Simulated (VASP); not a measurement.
Crystal: Rh.

```
Rh
1.0
    -1.33075    1.33075    2.02454
     1.33075   -1.33075    2.02454
     1.33075    1.33075   -2.02454
Rh
1
Cartesian
  0.0000 0.0000 0.0000
```

```yaml
Program: VASP 6.6.1
Task: relaxation of cell and atoms
Functional: r2SCAN
Potentials_or_basis: VASP PAW PBE potentials, release 64 (Rh_pv)
Cutoff: 600 eV
k_mesh: 8 × 8 × 8
Occupations: gaussian, width 0.1 eV
Spin: no spin polarisation
```

At the start: pressure -8.7 GPa; volume 14.34 Å³/atom.

Problem. How do energy, volume and symmetry change on relaxing?

Solution. Over 8 steps the energy falls by 50.5 meV/atom and the volume is 13.81 Å³/atom (-3.7 %); space group Fm-3m (No. 225, to 0.05 Å).

The path:
| step | energy change (eV) | largest force (eV/Å) | pressure (GPa) | volume (Å³) |
| --- | --- | --- | --- | --- |
| 1 | 0.0000 | 0.0000 | -8.73 | 14.34 |
| 2 | 0.0316 | 0.0000 | 27.11 | 12.76 |
| 3 | -0.0349 | 0.0000 | 3.93 | 13.64 |
| 4 | -0.0493 | 0.0000 | -0.39 | 13.83 |
| 5 | -0.0505 | 0.0000 | 0.37 | 13.79 |
| 6 | -0.0505 | 0.0000 | 0.50 | 13.79 |
| 7 | -0.0504 | 0.0000 | -0.90 | 13.85 |
| 8 | -0.0505 | 0.0000 | 0.08 | 13.81 |

Final structure:
```
CELL_PARAMETERS angstrom
-1.34596 1.34596 1.90548
1.34596 -1.34596 1.90548
1.34596 1.34596 -1.90548
ATOMIC_POSITIONS crystal
Rh 0.00000 0.00000 0.00000
```

Caveat: the k points lie up to 0.41 Å⁻¹ apart in the final cell; the PAW data sets were made with another functional, which shifts forces and pressure a little.
